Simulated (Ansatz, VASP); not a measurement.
# Ba2SeS in VASP and in Ansatz

POSCAR

```
Ba2SeS
1.0
    4.5300823221      0.0000000000      0.0000000000
    0.0000000000      4.5300823221      0.0000000000
    0.0000000000      0.0000000000      6.4076788754
S Ba Se
1 2 1
Direct
    0.0000000000      0.0000000000      0.0000000000
    0.0000000000      0.0000000000      0.5000000000
    0.5000000000      0.5000000000      0.0000000000
    0.5000000000      0.5000000000      0.5000000000
```

Contents of INCAR.step1:

```
  PREC = Accurate
  ENCUT = 520
  ISMEAR = 0
  SIGMA = 0.01
  LREAL = F
  LASPH = T
  NELM = 100
  NBANDS = 24
  GGA = PE
  ALGO = Normal
  EDIFF = 1E-4
  LWAVE = T
  LCHARG = F
```

INCAR.step2

```
  PREC = Accurate
  ENCUT = 520
  EDIFF = 1E-7
  ISMEAR = 0
  SIGMA = 0.01
  LREAL = F
  LASPH = T
  NELM = 100
  ALGO = Normal
  ISIF = 2
  LWAVE = F
  LCHARG = F
  METAGGA = R2SCAN
  LMIXTAU = T
  NBANDS = 24
  ISTART = 1
```

File KPOINTS:

```
regular mesh
0
Gamma
  4 4 4
```

Input for Ansatz:

```yaml
crystal:
  lattice:
    - [4.5300823221, 0.0, 0.0]
    - [0.0, 4.5300823221, 0.0]
    - [0.0, 0.0, 6.4076788754]
  atoms:
    - { symbol: S, position: [0.0, 0.0, 0.0] }
    - { symbol: Ba, position: [0.0, 0.0, 0.5] }
    - { symbol: Se, position: [0.5, 0.5, 0.5] }
    - { symbol: Ba, position: [0.5, 0.5, 0.0] }
kpoints:
  mp_grid: { grid: [4, 4, 4] }
hamiltonian:
  xc: r2scan
scf:
  occupations: { method: fixed }
  n_extra_bands: 5
output:
  forces: true
  stress: true
  eigenvalues: true
```

Alike in both runs: task single point; functional r2SCAN; k mesh 4 × 4 × 4; no spin polarisation.

|  | VASP | Ansatz |
| --- | --- | --- |
| version | VASP 6.6.1 | Ansatz 0.2.0 |
| potentials or method | VASP PAW PBE potentials, release 64 (S, Ba_sv, Se) | plane waves, PAW |
| plane-wave cutoff (eV) | 520 | 500 |
| occupations | gaussian, width 0.01 eV | fixed |
| valence electrons in the cell | 32 | 42 |

```csv
,VASP,Ansatz,Ansatz less VASP
gap on the k mesh at the Fermi level (eV),2.26,2.36,+0.098
pressure (GPa),3.6,2.9,-0.64
```

VASP's potentials were made for PBE, not for r2SCAN. VASP's potentials hold 32 valence electrons a cell and Ansatz's 42, so a difference there can come from the potentials and not from the codes.

Spin-orbit coupling is off throughout.
